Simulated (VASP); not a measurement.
Ti:

```
Ti
1.0
    -1.52337    1.52337    1.52337
     1.52337   -1.52337    1.52337
     1.52337    1.52337   -1.52337
Ti
1
Direct
  0.00000 0.00000 0.00000
```

This cell differs from its parent crystal: volume scaled by 0.8.

| Item | Value |
| --- | --- |
| Program | VASP 6.6.1 |
| Task | relaxation of cell and atoms |
| Functional | PBEsol-based global hybrid |
| Potentials or basis | VASP PAW PBE potentials, release 64 (Ti_sv) |
| Cutoff | 600 eV |
| k mesh | 6 × 6 × 6 |
| Occupations | methfessel-paxton, width 0.2 eV |
| Spin | no spin polarisation |

At the start: pressure 22.2 GPa; volume 14.14 Å³/atom.

Task: Where does the relaxation end?

Result: Over 4 steps the energy falls by 169.4 meV/atom and the volume is 16.82 Å³/atom (+18.9 %); space group Im-3m (No. 229, to 0.05 Å).

The path:
```tsv
step	energy change (eV)	largest force (eV/Å)	pressure (GPa)	volume (Å³)
1	0.0000	0.0000	22.24	14.14
2	-0.1041	0.0000	-10.85	18.55
3	-0.1694	0.0000	0.17	16.76
4	-0.1694	0.0000	-0.02	16.82
```

Final structure:
```cif
data_structure
_symmetry_space_group_name_H-M 'P 1'
_symmetry_Int_Tables_number 1
_cell_length_a 2.7954
_cell_length_b 2.7954
_cell_length_c 2.7954
_cell_angle_alpha 109.471
_cell_angle_beta 109.471
_cell_angle_gamma 109.471
_cell_volume 16.82
loop_
_atom_site_label
_atom_site_type_symbol
_atom_site_fract_x
_atom_site_fract_y
_atom_site_fract_z
_atom_site_occupancy
Ti1 Ti 0.00000 0.00000 0.00000 1
```

Caveat: the k points lie up to 0.46 Å⁻¹ apart in the final cell; the cell differs from its parent crystal (volume scaled by 0.8); the volume moved by over 15 % at a fixed basis, so the end points are rough; the PAW data sets were made with another functional, which shifts forces and pressure a little.
